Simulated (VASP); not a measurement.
A run of VASP 6.6.1 is set up as follows.

The input POSCAR:

```
Nb2B
1.0
    4.4076000000      0.0000000000      0.0000000000
   -2.2038000000      3.8171000000      0.0000000000
    0.0000000000      0.0000000000      2.6685500000
Nb B
2 1
Direct
    0.3333300000      0.6666700000      0.5000000000
    0.6666700000      0.3333300000      0.5000000000
    0.0000000000      0.0000000000      0.0000000000
```

Contents of INCAR.step1:

```
PREC = Accurate
ENCUT = 520
ISMEAR = -1
SIGMA = 0.05
LREAL = False
LASPH = True
NELM = 150
LMAXMIX = 4
LDAU = True
LDAUTYPE = 2
LDAUL = 2 -1
LDAUU = 2 0
LDAUJ = 0 0
NBANDS = 22
GGA = PE
ALGO = Normal
EDIFF = 1E-4
LWAVE = True
LCHARG = False
```

Contents of INCAR.step2:

```
PREC = Accurate
ENCUT = 520
EDIFF = 1E-6
ISMEAR = -1
SIGMA = 0.05
LREAL = False
LASPH = True
NELM = 150
ALGO = Normal
ISIF = 2
LWAVE = False
LCHARG = False
LMAXMIX = 4
LDAU = True
LDAUTYPE = 2
LDAUL = 2 -1
LDAUU = 2 0
LDAUJ = 0 0
LDAUPRINT = 1
METAGGA = R2SCAN
LMIXTAU = True
NBANDS = 22
ISTART = 1
```

File KPOINTS:

```
Automatic mesh
0
Gamma
  7 7 10
```

Potentials or basis: VASP PAW PBE potentials, release 64 (Nb_sv, B).

The run is started by

```bash
$ cat potpaw_PBE.64/Nb_sv/POTCAR potpaw_PBE.64/B/POTCAR > POTCAR
$ cp INCAR.step1 INCAR
$ mpirun -np 1 vasp_std > vasp.out
$ cp INCAR.step2 INCAR
$ mpirun -np 1 vasp_std > vasp.out
```

**Question.** Estimate the pressure.

**Answer.** 3.5 GPa.

**Question.** Predict the band gap on the k mesh.

**Answer.** Zero (an odd number of electrons rules out a gap without spin polarisation).

Eigenvalues of the final occupation matrices:
| site | spin | trace | eigenvalues |
| --- | --- | --- | --- |
| site 1 d | 1 | 1.32 | 0.16 0.16 0.30 0.30 0.41 |
| site 1 d | 2 | 1.32 | 0.16 0.16 0.30 0.30 0.41 |
| site 2 d | 1 | 1.32 | 0.16 0.16 0.30 0.30 0.41 |
| site 2 d | 2 | 1.32 | 0.16 0.16 0.30 0.30 0.41 |

Caveat: the cell stands under pressure; the PAW data sets were made with another functional, which shifts forces and pressure a little; U without spin polarisation on a metal has little footing; the U is typed as a test and isn't derived for this compound.
